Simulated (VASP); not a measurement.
Wanted: the native input for a VASP 6.6.1 run.

| Item | Value |
| --- | --- |
| Task | single point |
| Functional | PBE |
| Potentials or basis | VASP PAW PBE potentials, release 64 (Al, N) |
| Cutoff | 520 eV |
| k mesh | 9 × 9 × 6 |
| Occupations | gaussian, width 0.05 eV |
| Spin | no spin polarisation |
| Dipole correction | no |
| Further INCAR settings | ALGO = Normal; EDIFF = 1e-07; NBANDS = 16 |

The structure of AlN lies in POSCAR:

```
AlN
1.0
    3.2238000000      0.0000000000      0.0000000000
   -1.6119000000      2.7918926967      0.0000000000
    0.0000000000      0.0000000000      5.6190000000
Al N
2 2
Direct
    0.3333333333      0.6666666667      0.0017290859
    0.6666666667      0.3333333333      0.5017290859
    0.3333333333      0.6666666667      0.3832709141
    0.6666666667      0.3333333333      0.8832709141
```

These files were run (other wordings do the same):

INCAR

```
SYSTEM = AlN
PREC = Accurate ; ENCUT = 520
EDIFF = 1E-7 ; ISMEAR = 0
SIGMA = 0.05 ; LREAL = .False.
LASPH = .True. ; NELM = 60
ALGO = Normal ; ISIF = 2
LWAVE = .False. ; LCHARG = .True.
GGA = PE ; LELF = .True.
LVHAR = .True. ; NBANDS = 16
```

KPOINTS

```
regular mesh
0
Gamma
  9 9 6
  0 0 0
```

Potentials or basis: VASP PAW PBE potentials, release 64 (Al, N).

Run with:

```sh
$ cat potpaw_PBE.64/Al/POTCAR potpaw_PBE.64/N/POTCAR > POTCAR
$ mpirun -np 1 vasp_std > vasp.out
```

It gave:

```json
{"Pressure": "-22.3 GPa", "Largest force": "0.008 eV/Å", "Band gap on the k mesh": "2.53 eV, direct"}
```

Wall time 22 s on 1 thread of Intel(R) Xeon(R) Platinum 8259CL CPU @ 2.50GHz (Skylake/Cascade Lake) (shared host), peak memory 0.17 GiB.
